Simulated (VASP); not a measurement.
Write the native input for VASP 6.6.1 that does the following.

- Task: single point
- Functional: LDA
- Potentials or basis: VASP PAW LDA potentials, release 64 (Si, O)
- Cutoff: 520 eV
- k mesh: 4 × 4 × 4
- Occupations: gaussian, width 0.02 eV
- Spin: no spin polarisation
- Dipole correction: no
- Further INCAR settings: LREAL = Auto; ALGO = Normal; EDIFF = 1e-07; NBANDS = 82

The structure of SiO2 lies in POSCAR:

```
SiO2
1.0
    7.0502880300      0.0000000000      0.0000000000
    0.0000000000      7.0502880300      0.0000000000
    0.0000000000      0.0000000000      7.0502880300
Si O
8 16
Direct
    0.2837569155      0.2837569155      0.2837569155
    0.2162430845      0.7162430845      0.7837569155
    0.7837569155      0.2162430845      0.7162430845
    0.7162430845      0.7837569155      0.2162430845
    1.0220656142      1.0220656142      1.0220656142
    0.4779343858     -0.0220656142      0.5220656142
    0.5220656142      0.4779343858     -0.0220656142
   -0.0220656142      0.5220656142      0.4779343858
    0.1527558841      0.1527558841      0.1527558841
    0.3472441159      0.8472441159      0.6527558841
    0.6527558841      0.3472441159      0.8472441159
    0.8472441159      0.6527558841      0.3472441159
    0.6391200602      0.6644170582      0.0379145809
    0.8608799398      0.3355829418      0.5379145809
    0.1391200602      0.8355829418      0.9620854191
    0.3608799398      0.1644170582      0.4620854191
    0.0379145809      0.6391200602      0.6644170582
    0.5379145809      0.8608799398      0.3355829418
    0.9620854191      0.1391200602      0.8355829418
    0.4620854191      0.3608799398      0.1644170582
    0.6644170582      0.0379145809      0.6391200602
    0.3355829418      0.5379145809      0.8608799398
    0.8355829418      0.9620854191      0.1391200602
    0.1644170582      0.4620854191      0.3608799398
```

One way to write it, as run:

INCAR

```
SYSTEM = SiO2
PREC     = Accurate       ! precision mode
ENCUT    = 520            ! plane-wave cutoff, eV
EDIFF    = 1E-7           ! SCF threshold, eV
ISMEAR   = 0              ! smearing method
SIGMA    = 0.02           ! smearing width, eV
LREAL    = Auto         
LASPH    = .TRUE.         ! aspherical terms in the spheres
NELM     = 60             ! most SCF steps
ALGO     = Normal         ! electronic algorithm
ISIF     = 2              ! what is computed and relaxed
LWAVE    = .FALSE.        ! write WAVECAR
LCHARG   = .FALSE.        ! write CHGCAR
GGA      = CA             ! functional
NBANDS   = 82             ! bands
```

KPOINTS

```
regular mesh
0
G
  4 4 4
  0 0 0
```

Potentials or basis: VASP PAW LDA potentials, release 64 (Si, O).

Run with:

```console
$ cat potpaw_LDA.64/Si/POTCAR potpaw_LDA.64/O/POTCAR > POTCAR
$ mpirun -np 1 vasp_std > vasp.out
```

Results of the run:

* Pressure: 0.5 GPa
* Largest force: 0.046 eV/Å
* Band gap on the k mesh: 5.64 eV, indirect (least direct gap 5.64 eV)

Wall time 9.2 min on 1 thread of Oxide Virtual Turin-like Processor (shared host), peak memory 0.37 GiB.
